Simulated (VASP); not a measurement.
# PbS in VASP: further runs

Runs on PbS. Level: PBE. Tasks: single point.

All numbers are computed with VASP 6.6.1; they aren't measurements. Logs are shortened: lines on timing, memory, paths and dates and some standing lists are left out, and cuts for length are marked.

**1. The cell of the first run**

The structure is cubic, space group Fm-3m (No. 225). The conventional cell has a = 6.108 Å, b = 6.108 Å, c = 6.108 Å, α = 90.00°, β = 90.00°, γ = 90.00°. Pb (site symmetry m-3m) has 6 S at 3.05 Å within 4.0 Å. S (site symmetry m-3m) has 6 Pb at 3.05 Å within 4.0 Å.

**2. Single point, PBE (strain +0.030 along x and y, +0.030 along z)**

INCAR reads:

```
SYSTEM = PbS
ALGO = Normal
EDIFF = 1E-6
ENCUT = 520
GGA = PE
ISIF = 2
ISMEAR = 0
LASPH = .True.
LCHARG = .True.
LELF = .True.
LREAL = .False.
LVHAR = .True.
LWAVE = .False.
NBANDS = 17
NELM = 60
PREC = Accurate
SIGMA = 0.03
```

KPOINTS reads:

```
k-points
0
Gamma
  10 10 10
  0 0 0
```

POSCAR reads:

```
PbS
1.0
    0.0000000000      3.0539500000      3.0539500000
    3.0539500000      0.0000000000      3.0539500000
    3.0539500000      3.0539500000      0.0000000000
Pb S
1 1
Direct
    0.0000000000      0.0000000000      0.0000000000
    0.5000000000      0.5000000000      0.5000000000
```

Potentials or basis: VASP PAW PBE potentials, release 64 (Pb_d, S).

Started as:

```sh
$ cat potpaw_PBE.64/Pb_d/POTCAR potpaw_PBE.64/S/POTCAR > POTCAR
$ mpirun -np 1 vasp_std > vasp.out
```

OUTCAR:

```text
SYSTEM = PbS
   EDIFF = 1E-6
   ENCUT = 520
   GGA = PE
   ISIF = 2
   ISMEAR = 0
   LASPH = .True.
   LREAL = .False.
   NELM = 60
   PREC = Accurate

 ion  position               nearest neighbor table
   1  0.000  0.000  0.000-   2 3.05   2 3.05   2 3.05   2 3.05   2 3.05   2 3.05
   2  0.500  0.500  0.500-   1 3.05   1 3.05   1 3.05   1 3.05   1 3.05   1 3.05

  LATTYP: Found a face centered cubic cell.
 ALAT       =     6.1079000000

  Lattice vectors:

 A1 = (   0.0000000000,   3.0539500000,   3.0539500000)
 A2 = (   3.0539500000,   0.0000000000,   3.0539500000)
 A3 = (   3.0539500000,   3.0539500000,   0.0000000000)

Analysis of symmetry for initial positions (statically):
=====================================================================
 Subroutine PRICEL returns:
 Original cell was already a primitive cell.

 Routine SETGRP: Setting up the symmetry group for a
 face centered cubic supercell.

 Subroutine GETGRP returns: Found 48 space group operations
 (whereof 48 operations were pure point group operations)
 out of a pool of 48 trial point group operations.

The static configuration has the point symmetry O_h .

Analysis of symmetry for dynamics (positions and initial velocities):
=====================================================================
 Subroutine PRICEL returns:
 Original cell was already a primitive cell.

 Routine SETGRP: Setting up the symmetry group for a
 face centered cubic supercell.

 Subroutine GETGRP returns: Found 48 space group operations
 (whereof 48 operations were pure point group operations)
 out of a pool of 48 trial point group operations.

The dynamic configuration has the point symmetry O_h .

 Subroutine INISYM returns: Found 48 space group operations
 (whereof 48 operations are pure point group operations),
 and found     1 'primitive' translations

----------------------------------------------------------------------------------------

                                     Primitive cell

  volume of cell :      56.9660

  direct lattice vectors                    reciprocal lattice vectors
     0.000000000  3.053950000  3.053950000    -0.163722392  0.163722392  0.163722392
     3.053950000  0.000000000  3.053950000     0.163722392 -0.163722392  0.163722392
     3.053950000  3.053950000  0.000000000     0.163722392  0.163722392 -0.163722392

  length of vectors
     4.318937509  4.318937509  4.318937509     0.283575502  0.283575502  0.283575502

  position of ions in fractional coordinates (direct lattice)
     0.000000000  0.000000000  0.000000000
     0.500000000  0.500000000  0.500000000

  ion indices of the primitive-cell ions
   primitive index   ion index
                 1           1
                 2           2

----------------------------------------------------------------------------------------

 KPOINTS: k-points

Automatic generation of k-mesh.
 Grid dimensions read from file:
 generate k-points for:   10   10   10

 Generating k-lattice:

  Cartesian coordinates                     Fractional coordinates (reciprocal lattice)
    -0.016372239  0.016372239  0.016372239     0.100000000  0.000000000  0.000000000
     0.016372239 -0.016372239  0.016372239     0.000000000  0.100000000  0.000000000
     0.016372239  0.016372239 -0.016372239     0.000000000  0.000000000  0.100000000

  Length of vectors
     0.028357550  0.028357550  0.028357550

  Shift w.r.t. Gamma in fractional coordinates (k-lattice)
     0.000000000  0.000000000  0.000000000

 Subroutine IBZKPT returns following result:
 ===========================================

 Found     47 irreducible k-points:

 Following reciprocal coordinates:
            Coordinates               Weight
  0.000000  0.000000  0.000000      1.000000
  0.100000  0.000000  0.000000      8.000000
  0.200000  0.000000  0.000000      8.000000
  0.300000  0.000000  0.000000      8.000000
  0.400000  0.000000  0.000000      8.000000
  0.500000  0.000000  0.000000      4.000000
[... 16 lines left out ...]
  0.300000  0.300000  0.000000      6.000000
  0.400000  0.300000  0.000000     24.000000
 [... further k-points ...]
   k-points           NKPTS =     47   k-points in BZ     NKDIM =     47   number of bands    NBANDS=     17
   number of dos      NEDOS =    301   number of ions     NIONS =      2
   total plane-waves  NPLWV =  32768
   dimension x,y,z NGX =    32 NGY =   32 NGZ =   32
   dimension x,y,z NGXF=    64 NGYF=   64 NGZF=   64
   ions per type =               1   1
   NGX,Y,Z   is equivalent  to a cutoff of  12.32, 12.32, 12.32 a.u.
   NGXF,Y,Z  is equivalent  to a cutoff of  24.64, 24.64, 24.64 a.u.
 SYSTEM =  PbS
   PREC   = accura    normal or accurate (medium, high low for compatibility)
   ISTART =      0    job   : 0-new  1-cont  2-samecut
   ICHARG =      2    charge: 1-file 2-atom 10-const
   ISPIN  =      1    spin polarized calculation?
   LNONCOLLINEAR =      F non collinear calculations
   LSORBIT =      F    spin-orbit coupling
   LASPH  =      T    aspherical Exc in radial PAW
   ENCUT  =  520.0 eV  38.22 Ry    6.18 a.u.   8.03  8.03  8.03*2*pi/ulx,y,z
   NELM   =     60;   NELMIN=  2; NELMDL= -5     # of ELM steps
   EDIFF  = 0.1E-05   stopping-criterion for ELM
   LREAL  =      F    real-space projection
   EDIFFG = 0.1E-04   stopping-criterion for IOM
   NSW    =      0    number of steps for IOM
   IBRION =     -1    ionic relax: 0-MD 1-quasi-New 2-CG
   NFREE  =      0    steps in history (QN), initial steepest desc. (CG)
   ISIF   =      2    stress and relaxation
   ISYM   =      2    0-nonsym 1-usesym 2-fastsym
   POTIM  = 0.5000    time-step for ionic-motion
   TEBEG  =    0.0;   TEEND  =   0.0 temperature during run
   PSTRESS=    0.0 pullay stress
   NELECT =      20.0000    total number of electrons
   NUPDOWN=      -1.0000    fix difference up-down
   EMIN   =  10.00;   EMAX   =-10.00  energy-range for DOS
   EFERMI =   0.00;   METHOD = LEGACY
   ISMEAR =     0;   SIGMA  =   0.03  broadening in eV -4-tet -1-fermi 0-gaus
   EFERMI_NEDOS =   21; number of points for ismear=-14 and -15
   IALGO  =     38    algorithm
   IMIX   =      4    mixing-type and parameters
     AMIX     =   0.40;   BMIX     =  1.00
     AMIX_MAG =   1.60;   BMIX_MAG =  1.00
  volume/ion in A,a.u.               =      28.48       192.21
  Fermi-wavevector in a.u.,A,eV,Ry     =   1.154905  2.182454 18.147525  1.333805
  Thomas-Fermi vector in A             =   2.291538
   LORBIT       =      0    0 simple, 1 ext, 2 COOP (PROOUT), +10 PAW based schemes
   GGA     = PE    functional components
   LHFCALC =     F    Hartree Fock is set to
   AEXX    =    0.0000 exact exchange contribution
   IVDW    =     0    specifies the selected vdW correction
   LEPSILON=     F    determine dielectric tensor
   LRPA    =     F    only Hartree local field effects (RPA)
 non-spin polarized calculation
 Gauss-broadening in eV      SIGMA  =   0.03
  energy-cutoff  :      520.00
  volume of cell :       56.97
 maximum number of plane-waves:      1550
   NGX = 17   NGY = 17   NGZ = 17

 number of electron      20.0000002 magnetization

 Free energy of the ion-electron system (eV)
  ---------------------------------------------------
  ext. energy  EPLUGINS =         0.00000000
  ---------------------------------------------------
  free energy    TOTEN  =        -8.74881014 eV

  energy without entropy =       -8.74881014  energy(sigma->0) =       -8.74881014

 E-fermi :   4.8292     XC(G=0):  -9.2752

 val. band max:        4.6409159065   @ k =   0.5000   0.0000   0.0000
 cond. band min:       5.2869370962   @ k =   0.5000   0.0000   0.0000
 fundamental gap:      0.6460211897
 Fermi energy:         4.8292123596

 k-point     1 :       0.0000    0.0000    0.0000
  band No.  band energies     occupation
      1     -11.9924      2.00000
      2     -11.9924      2.00000
      3     -11.9924      2.00000
      4     -11.9741      2.00000
      5     -11.9741      2.00000
      6      -8.1304      2.00000
[... 9 lines left out ...]
     16      11.6570      0.00000
     17      13.4612      0.00000

 k-point     2 :       0.1000    0.0000    0.0000
  band No.  band energies     occupation
      1     -11.9920      2.00000
      2     -11.9905      2.00000
      3     -11.9905      2.00000
      4     -11.9749      2.00000
      5     -11.9749      2.00000
      6      -8.0563      2.00000
[... 9 lines left out ...]
     16      11.8802      0.00000
     17      14.1477      0.00000

 k-point     3 :       0.2000    0.0000    0.0000
  band No.  band energies     occupation
      1     -11.9909      2.00000
      2     -11.9891      2.00000
      3     -11.9891      2.00000
      4     -11.9734      2.00000
      5     -11.9734      2.00000
      6      -7.8455      2.00000
[... 9 lines left out ...]
     16      12.4295      0.00000
     17      15.4808      0.00000

 k-point     4 :       0.3000    0.0000    0.0000
  band No.  band energies     occupation
      1     -11.9927      2.00000
      2     -11.9927      2.00000
      3     -11.9897      2.00000
      4     -11.9660      2.00000
      5     -11.9660      2.00000
      6      -7.5392      2.00000
[... 9 lines left out ...]
     16      13.2467      0.00000
     17      16.5664      0.00000

 k-point     5 :       0.4000    0.0000    0.0000
  band No.  band energies     occupation
      1     -11.9970      2.00000
      2     -11.9970      2.00000
      3     -11.9889      2.00000
      4     -11.9587      2.00000
      5     -11.9587      2.00000
      6      -7.2332      2.00000
[... 9 lines left out ...]
     16      14.2593      0.00000
     17      15.8740      0.00000

 k-point     6 :       0.5000    0.0000    0.0000
  band No.  band energies     occupation
      1     -11.9987      2.00000
      2     -11.9987      2.00000
      3     -11.9886      2.00000
      4     -11.9558      2.00000
      5     -11.9558      2.00000
      6      -7.0945      2.00000
[... 9 lines left out ...]
     16      14.9674      0.00000
     17      15.0908      0.00000

 k-point     7 :       0.1000    0.1000    0.0000
  band No.  band energies     occupation
      1     -11.9940      2.00000
      2     -11.9885      2.00000
      3     -11.9885      2.00000
      4     -11.9790      2.00000
      5     -11.9724      2.00000
      6      -8.0313      2.00000
[... 9 lines left out ...]
     16      12.3237      0.00000
     17      13.7357      0.00000

 k-point     8 :       0.2000    0.1000    0.0000
  band No.  band energies     occupation
      1     -11.9944      2.00000
      2     -11.9874      2.00000
      3     -11.9851      2.00000
      4     -11.9812      2.00000
      5     -11.9700      2.00000
      6      -7.8650      2.00000
[... 9 lines left out ...]
     16      12.9352      0.00000
     17      14.5660      0.00000
[... 203 lines left out ...]
      1     -12.0187      2.00000
      2     -11.9876      2.00000
      3     -11.9833      2.00000
      4     -11.9671      2.00000
      5     -11.9543      2.00000
      6      -7.0013      2.00000
[... 9 lines left out ...]
     16      15.3406      0.00000
     17      15.7165      0.00000

 k-point    20 :      -0.4000    0.2000    0.0000
  band No.  band energies     occupation
      1     -12.0143      2.00000
      2     -11.9863      2.00000
      3     -11.9818      2.00000
      4     -11.9678      2.00000
      5     -11.9588      2.00000
      6      -6.9652      2.00000
[... 9 lines left out ...]
     16      14.2922      0.00000
     17      16.2941      0.00000

 k-point    21 :      -0.3000    0.2000    0.0000
  band No.  band energies     occupation
      1     -12.0054      2.00000
      2     -11.9867      2.00000
      3     -11.9827      2.00000
      4     -11.9676      2.00000
      5     -11.9663      2.00000
      6      -7.1493      2.00000
[... 9 lines left out ...]
     16      14.5659      0.00000
     17      15.6138      0.00000

 k-point    22 :      -0.2000    0.2000    0.0000
  band No.  band energies     occupation
      1     -11.9958      2.00000
      2     -11.9872      2.00000
      3     -11.9853      2.00000
      4     -11.9767      2.00000
      5     -11.9652      2.00000
      6      -7.4341      2.00000
[... 9 lines left out ...]
     16      14.4498      0.00000
     17      14.9544      0.00000

 k-point    23 :       0.3000    0.3000    0.0000
  band No.  band energies     occupation
      1     -12.0264      2.00000
      2     -12.0037      2.00000
      3     -11.9647      2.00000
      4     -11.9647      2.00000
      5     -11.9622      2.00000
      6      -7.3386      2.00000
[... 9 lines left out ...]
     16      14.9300      0.00000
     17      15.5091      0.00000

 k-point    24 :       0.4000    0.3000    0.0000
  band No.  band energies     occupation
      1     -12.0390      2.00000
      2     -12.0036      2.00000
      3     -11.9657      2.00000
      4     -11.9601      2.00000
      5     -11.9552      2.00000
      6      -7.1088      2.00000
[... 9 lines left out ...]
     16      15.4733      0.00000
     17      16.2652      0.00000

 [... further k-points ...]

------------------------ aborting loop because EDIFF is reached ----------------------------------------

  FORCE on cell =-STRESS in cart. coord.  units (eV):
  Direction    XX          YY          ZZ          XY          YZ          ZX
  --------------------------------------------------------------------------------------
  -------------------------------------------------------------------------------------
  Total       -0.8518343     -0.8518343     -0.8518343     -0.0000000      0.0000000     -0.0000000
  in kB      -23.9579650    -23.9579650    -23.9579650     -0.0000000      0.0000000     -0.0000000
  external PRESSURE =     -23.9579650 kB  Pullay stress =       0.0000000 kB

 VOLUME and BASIS-vectors are now :
 -----------------------------------------------------------------------------
  energy-cutoff  :      520.00
  volume of cell :       56.97
      direct lattice vectors                 reciprocal lattice vectors
     0.000000000  3.053950000  3.053950000    -0.163722392  0.163722392  0.163722392
     3.053950000  0.000000000  3.053950000     0.163722392 -0.163722392  0.163722392
     3.053950000  3.053950000  0.000000000     0.163722392  0.163722392 -0.163722392

 POSITION                                       TOTAL-FORCE (eV/Angst)
 -----------------------------------------------------------------------------------
      0.00000      0.00000      0.00000         0.000000      0.000000      0.000000
      3.05395      3.05395      3.05395        -0.000000     -0.000000     -0.000000
 -----------------------------------------------------------------------------------
    total drift:                                0.000000     -0.000000     -0.000000

  FREE ENERGIE OF THE ION-ELECTRON SYSTEM (eV)
  ---------------------------------------------------
  free  energy   TOTEN  =        -8.7488101354 eV

  energy  without entropy=       -8.7488101354  energy(sigma->0) =       -8.74881014
```

Run time: 35 s. Hardware: 1 thread of Intel Xeon 8259CL, shared host; peak memory 0.2 GiB.

Results:

```yaml
Free_energy: -8.7488 eV
Pressure: -2.4 GPa
Band_gap_on_the_k_mesh: 0.65 eV
```

Caveat: the cell differs from its parent crystal (strain +0.030 along x and y, +0.030 along z); spin-orbit coupling is left out, which moves the levels of the heavy elements. A k mesh can miss the band edges.

(Part 1 of 2 ends here.)
